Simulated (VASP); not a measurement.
# SnSe (Fm-3m) in VASP: single point with PBE+D3(BJ)

Aim: the single point of SnSe with PBE+D3(BJ).

All numbers are computed with VASP 6.6.1; they aren't measurements. Logs are shortened: lines on timing, memory, paths and dates and some standing lists are left out, and cuts for length are marked.

## 1. The cell of the first run

The structure is cubic, space group Fm-3m (No. 225). Conventional cell: a = 5.977 Å, b = 5.977 Å, c = 5.977 Å, α = 90.00°, β = 90.00°, γ = 90.00°. Sn (site symmetry m-3m) has 6 Se at 2.99 Å within 3.9 Å. Within 3.9 Å of Se (site symmetry m-3m) lie 6 Sn at 2.99 Å.

## 2. Single point, PBE+D3(BJ)

INCAR

```
  PREC = Accurate
  ENCUT = 520
  EDIFF = 1E-7
  ISMEAR = 0
  SIGMA = 0.01
  LREAL = F
  LASPH = T
  NELM = 80
  ALGO = Normal
  ISIF = 2
  LWAVE = F
  LCHARG = F
  GGA = PE
  IVDW = 12
  NBANDS = 17
```

KPOINTS

```
Automatic mesh
0
Gamma
  10 10 10
```

POSCAR

```
SnSe
1.0
    0.0000000000      2.9882564671      2.9882564671
    2.9882564671      0.0000000000      2.9882564671
    2.9882564671      2.9882564671      0.0000000000
Sn Se
1 1
Direct
    0.0000000000      0.0000000000      0.0000000000
    0.5000000000      0.5000000000      0.5000000000
```

Potentials or basis: VASP PAW PBE potentials, release 64 (Sn_d, Se).

Started as:

```console
$ cat potpaw_PBE.64/Sn_d/POTCAR potpaw_PBE.64/Se/POTCAR > POTCAR
$ mpirun -np 1 vasp_std > vasp.out
```

OUTCAR:

```text
PREC = Accurate
   ENCUT = 520
   EDIFF = 1E-7
   ISMEAR = 0
   LREAL = F
   LASPH = T
   NELM = 80
   ISIF = 2
   GGA = PE
   IVDW = 12
 IVDW          = 12

 ion  position               nearest neighbor table
   1  0.000  0.000  0.000-   2 2.99   2 2.99   2 2.99   2 2.99   2 2.99   2 2.99
   2  0.500  0.500  0.500-   1 2.99   1 2.99   1 2.99   1 2.99   1 2.99   1 2.99

  LATTYP: Found a face centered cubic cell.
 ALAT       =     5.9765129342

  Lattice vectors:

 A1 = (   0.0000000000,   2.9882564671,   2.9882564671)
 A2 = (   2.9882564671,   0.0000000000,   2.9882564671)
 A3 = (   2.9882564671,   2.9882564671,   0.0000000000)

Analysis of symmetry for initial positions (statically):
=====================================================================
 Subroutine PRICEL returns:
 Original cell was already a primitive cell.

 Routine SETGRP: Setting up the symmetry group for a
 face centered cubic supercell.

 Subroutine GETGRP returns: Found 48 space group operations
 (whereof 48 operations were pure point group operations)
 out of a pool of 48 trial point group operations.

The static configuration has the point symmetry O_h .

Analysis of symmetry for dynamics (positions and initial velocities):
=====================================================================
 Subroutine PRICEL returns:
 Original cell was already a primitive cell.

 Routine SETGRP: Setting up the symmetry group for a
 face centered cubic supercell.

 Subroutine GETGRP returns: Found 48 space group operations
 (whereof 48 operations were pure point group operations)
 out of a pool of 48 trial point group operations.

The dynamic configuration has the point symmetry O_h .

 Subroutine INISYM returns: Found 48 space group operations
 (whereof 48 operations are pure point group operations),
 and found     1 'primitive' translations

----------------------------------------------------------------------------------------

                                     Primitive cell

  volume of cell :      53.3683

  direct lattice vectors                    reciprocal lattice vectors
     0.000000000  2.988256467  2.988256467    -0.167321649  0.167321649  0.167321649
     2.988256467  0.000000000  2.988256467     0.167321649 -0.167321649  0.167321649
     2.988256467  2.988256467  0.000000000     0.167321649  0.167321649 -0.167321649

  length of vectors
     4.226032824  4.226032824  4.226032824     0.289809597  0.289809597  0.289809597

  position of ions in fractional coordinates (direct lattice)
     0.000000000  0.000000000  0.000000000
     0.500000000  0.500000000  0.500000000

  ion indices of the primitive-cell ions
   primitive index   ion index
                 1           1
                 2           2

----------------------------------------------------------------------------------------

 KPOINTS: Automatic mesh

Automatic generation of k-mesh.
 Grid dimensions read from file:
 generate k-points for:   10   10   10

 Generating k-lattice:

  Cartesian coordinates                     Fractional coordinates (reciprocal lattice)
    -0.016732165  0.016732165  0.016732165     0.100000000  0.000000000  0.000000000
     0.016732165 -0.016732165  0.016732165     0.000000000  0.100000000  0.000000000
     0.016732165  0.016732165 -0.016732165     0.000000000  0.000000000  0.100000000

  Length of vectors
     0.028980960  0.028980960  0.028980960

  Shift w.r.t. Gamma in fractional coordinates (k-lattice)
     0.000000000  0.000000000  0.000000000

 Subroutine IBZKPT returns following result:
 ===========================================

 Found     47 irreducible k-points:

 Following reciprocal coordinates:
            Coordinates               Weight
  0.000000  0.000000  0.000000      1.000000
  0.100000  0.000000  0.000000      8.000000
  0.200000  0.000000  0.000000      8.000000
  0.300000  0.000000  0.000000      8.000000
  0.400000  0.000000  0.000000      8.000000
  0.500000  0.000000  0.000000      4.000000
[... 16 lines left out ...]
  0.300000  0.300000  0.000000      6.000000
  0.400000  0.300000  0.000000     24.000000
 [... further k-points ...]
   k-points           NKPTS =     47   k-points in BZ     NKDIM =     47   number of bands    NBANDS=     17
   number of dos      NEDOS =    301   number of ions     NIONS =      2
   total plane-waves  NPLWV =  32768
   dimension x,y,z NGX =    32 NGY =   32 NGZ =   32
   dimension x,y,z NGXF=    64 NGYF=   64 NGZF=   64
   ions per type =               1   1
   NGX,Y,Z   is equivalent  to a cutoff of  12.59, 12.59, 12.59 a.u.
   NGXF,Y,Z  is equivalent  to a cutoff of  25.18, 25.18, 25.18 a.u.
 SYSTEM =  unknown system
   PREC   = accura    normal or accurate (medium, high low for compatibility)
   ISTART =      0    job   : 0-new  1-cont  2-samecut
   ICHARG =      2    charge: 1-file 2-atom 10-const
   ISPIN  =      1    spin polarized calculation?
   LNONCOLLINEAR =      F non collinear calculations
   LSORBIT =      F    spin-orbit coupling
   LASPH  =      T    aspherical Exc in radial PAW
   ENCUT  =  520.0 eV  38.22 Ry    6.18 a.u.   7.86  7.86  7.86*2*pi/ulx,y,z
   NELM   =     80;   NELMIN=  2; NELMDL= -5     # of ELM steps
   EDIFF  = 0.1E-06   stopping-criterion for ELM
   LREAL  =      F    real-space projection
   EDIFFG = 0.1E-05   stopping-criterion for IOM
   NSW    =      0    number of steps for IOM
   IBRION =     -1    ionic relax: 0-MD 1-quasi-New 2-CG
   NFREE  =      0    steps in history (QN), initial steepest desc. (CG)
   ISIF   =      2    stress and relaxation
   ISYM   =      2    0-nonsym 1-usesym 2-fastsym
   POTIM  = 0.5000    time-step for ionic-motion
   TEBEG  =    0.0;   TEEND  =   0.0 temperature during run
   PSTRESS=    0.0 pullay stress
   NELECT =      20.0000    total number of electrons
   NUPDOWN=      -1.0000    fix difference up-down
   EMIN   =  10.00;   EMAX   =-10.00  energy-range for DOS
   EFERMI =   0.00;   METHOD = LEGACY
   ISMEAR =     0;   SIGMA  =   0.01  broadening in eV -4-tet -1-fermi 0-gaus
   EFERMI_NEDOS =   21; number of points for ismear=-14 and -15
   IALGO  =     38    algorithm
   IMIX   =      4    mixing-type and parameters
     AMIX     =   0.40;   BMIX     =  1.00
     AMIX_MAG =   1.60;   BMIX_MAG =  1.00
  volume/ion in A,a.u.               =      26.68       180.07
  Fermi-wavevector in a.u.,A,eV,Ry     =   1.180294  2.230433 18.954202  1.393095
  Thomas-Fermi vector in A             =   2.316589
   LORBIT       =      0    0 simple, 1 ext, 2 COOP (PROOUT), +10 PAW based schemes
   GGA     = PE    functional components
   LHFCALC =     F    Hartree Fock is set to
   AEXX    =    0.0000 exact exchange contribution
   IVDW    =    12    specifies the selected vdW correction
   LEPSILON=     F    determine dielectric tensor
   LRPA    =     F    only Hartree local field effects (RPA)
 non-spin polarized calculation
 Gauss-broadening in eV      SIGMA  =   0.01
  energy-cutoff  :      520.00
  volume of cell :       53.37
 maximum number of plane-waves:      1459
   NGX = 15   NGY = 15   NGZ = 15

 number of electron      20.0000008 magnetization

 Free energy of the ion-electron system (eV)
  ---------------------------------------------------
  ext. energy  EPLUGINS =         0.00000000
  ---------------------------------------------------
  free energy    TOTEN  =        -8.20101347 eV

  energy without entropy =       -8.20101347  energy(sigma->0) =       -8.20101347

 E-fermi :   5.8649     XC(G=0):  -9.6967

 val. band max:        5.8149889343   @ k =   0.5000   0.0000   0.0000
 cond. band min:       6.3350450237   @ k =  -0.4000   0.1000   0.0000
 fundamental gap:      0.5200560895
 Fermi energy:         5.8648643155

 k-point     1 :       0.0000    0.0000    0.0000
  band No.  band energies     occupation
      1     -15.7672      2.00000
      2     -15.7672      2.00000
      3     -15.7672      2.00000
      4     -15.7658      2.00000
      5     -15.7658      2.00000
      6      -8.1803      2.00000
[... 9 lines left out ...]
     16      11.6721      0.00000
     17      14.0137      0.00000

 k-point     2 :       0.1000    0.0000    0.0000
  band No.  band energies     occupation
      1     -15.7670      2.00000
      2     -15.7670      2.00000
      3     -15.7669      2.00000
      4     -15.7653      2.00000
      5     -15.7653      2.00000
      6      -8.1069      2.00000
[... 9 lines left out ...]
     16      11.9234      0.00000
     17      14.7271      0.00000

 k-point     3 :       0.2000    0.0000    0.0000
  band No.  band energies     occupation
      1     -15.7691      2.00000
      2     -15.7691      2.00000
      3     -15.7662      2.00000
      4     -15.7619      2.00000
      5     -15.7619      2.00000
      6      -7.8999      2.00000
[... 9 lines left out ...]
     16      12.5682      0.00000
     17      16.3197      0.00000

 k-point     4 :       0.3000    0.0000    0.0000
  band No.  band energies     occupation
      1     -15.7718      2.00000
      2     -15.7718      2.00000
      3     -15.7654      2.00000
      4     -15.7576      2.00000
      5     -15.7576      2.00000
      6      -7.6058      2.00000
[... 9 lines left out ...]
     16      13.5653      0.00000
     17      17.9245      0.00000

 k-point     5 :       0.4000    0.0000    0.0000
  band No.  band energies     occupation
      1     -15.7740      2.00000
      2     -15.7740      2.00000
      3     -15.7648      2.00000
      4     -15.7541      2.00000
      5     -15.7541      2.00000
      6      -7.3231      2.00000
[... 9 lines left out ...]
     16      14.8700      0.00000
     17      17.0520      0.00000

 k-point     6 :       0.5000    0.0000    0.0000
  band No.  band energies     occupation
      1     -15.7749      2.00000
      2     -15.7749      2.00000
      3     -15.7646      2.00000
      4     -15.7527      2.00000
      5     -15.7527      2.00000
      6      -7.2000      2.00000
[... 9 lines left out ...]
     16      16.0649      0.00000
     17      16.0649      0.00000

 k-point     7 :       0.1000    0.1000    0.0000
  band No.  band energies     occupation
      1     -15.7678      2.00000
      2     -15.7678      2.00000
      3     -15.7654      2.00000
      4     -15.7654      2.00000
      5     -15.7650      2.00000
      6      -8.0824      2.00000
[... 9 lines left out ...]
     16      12.3983      0.00000
     17      14.1436      0.00000

 k-point     8 :       0.2000    0.1000    0.0000
  band No.  band energies     occupation
      1     -15.7704      2.00000
      2     -15.7678      2.00000
      3     -15.7663      2.00000
      4     -15.7630      2.00000
      5     -15.7614      2.00000
      6      -7.9195      2.00000
[... 9 lines left out ...]
     16      13.0940      0.00000
     17      15.0127      0.00000
[... 203 lines left out ...]
      1     -15.7814      2.00000
      2     -15.7683      2.00000
      3     -15.7646      2.00000
      4     -15.7557      2.00000
      5     -15.7516      2.00000
      6      -7.1080      2.00000
[... 9 lines left out ...]
     16      16.3478      0.00000
     17      16.8894      0.00000

 k-point    20 :      -0.4000    0.2000    0.0000
  band No.  band energies     occupation
      1     -15.7796      2.00000
      2     -15.7701      2.00000
      3     -15.7619      2.00000
      4     -15.7563      2.00000
      5     -15.7532      2.00000
      6      -7.0768      2.00000
[... 9 lines left out ...]
     16      14.8677      0.00000
     17      17.7088      0.00000

 k-point    21 :      -0.3000    0.2000    0.0000
  band No.  band energies     occupation
      1     -15.7762      2.00000
      2     -15.7709      2.00000
      3     -15.7623      2.00000
      4     -15.7566      2.00000
      5     -15.7560      2.00000
      6      -7.2430      2.00000
[... 9 lines left out ...]
     16      15.2133      0.00000
     17      16.7020      0.00000

 k-point    22 :      -0.2000    0.2000    0.0000
  band No.  band energies     occupation
      1     -15.7724      2.00000
      2     -15.7708      2.00000
      3     -15.7644      2.00000
      4     -15.7602      2.00000
      5     -15.7563      2.00000
      6      -7.5068      2.00000
[... 9 lines left out ...]
     16      15.3233      0.00000
     17      15.6837      0.00000

 k-point    23 :       0.3000    0.3000    0.0000
  band No.  band energies     occupation
      1     -15.7841      2.00000
      2     -15.7718      2.00000
      3     -15.7603      2.00000
      4     -15.7547      2.00000
      5     -15.7547      2.00000
      6      -7.4171      2.00000
[... 9 lines left out ...]
     16      16.0800      0.00000
     17      16.0800      0.00000

 k-point    24 :       0.4000    0.3000    0.0000
  band No.  band energies     occupation
      1     -15.7880      2.00000
      2     -15.7717      2.00000
      3     -15.7607      2.00000
      4     -15.7526      2.00000
      5     -15.7516      2.00000
      6      -7.2009      2.00000
[... 9 lines left out ...]
     16      16.6131      0.00000
     17      17.2898      0.00000

 [... further k-points ...]

------------------------ aborting loop because EDIFF is reached ----------------------------------------

 Edisp (eV)   -0.72259

 E8    (eV) :    -0.3256

  FORCE on cell =-STRESS in cart. coord.  units (eV):
  Direction    XX          YY          ZZ          XY          YZ          ZX
  --------------------------------------------------------------------------------------
  -------------------------------------------------------------------------------------
  Total       0.00563     0.00563     0.00563    -0.00000     0.00000     0.00000
  in kB       0.16895     0.16895     0.16895    -0.00000     0.00000     0.00000
  external pressure =        0.17 kB  Pullay stress =        0.00 kB

 VOLUME and BASIS-vectors are now :
 -----------------------------------------------------------------------------
  energy-cutoff  :      520.00
  volume of cell :       53.37
      direct lattice vectors                 reciprocal lattice vectors
     0.000000000  2.988256467  2.988256467    -0.167321649  0.167321649  0.167321649
     2.988256467  0.000000000  2.988256467     0.167321649 -0.167321649  0.167321649
     2.988256467  2.988256467  0.000000000     0.167321649  0.167321649 -0.167321649

 POSITION                                       TOTAL-FORCE (eV/Angst)
 -----------------------------------------------------------------------------------
      0.00000      0.00000      0.00000        -0.000000      0.000000      0.000000
      2.98826      2.98826      2.98826         0.000000     -0.000000     -0.000000
 -----------------------------------------------------------------------------------
    total drift:                                0.000000     -0.000000     -0.000000

  FREE ENERGIE OF THE ION-ELECTRON SYSTEM (eV)
  ---------------------------------------------------
  free  energy   TOTEN  =        -8.9236013265 eV

  energy  without entropy=       -8.9236013265  energy(sigma->0) =       -8.92360133
```

Wall time 17 s (1 thread of Intel Xeon 6975P-C (Granite Rapids), shared host); peak memory 0.21 GiB.

Results:

```
Free energy                : -8.9236 eV
Pressure                   : 0.0 GPa
Band gap on the k mesh     : 0.52 eV (least direct gap 0.64 eV)
Dispersion energy per atom : -0.361 eV
```

Caveat: spin-orbit coupling is left out, which moves the levels of the heavy elements.
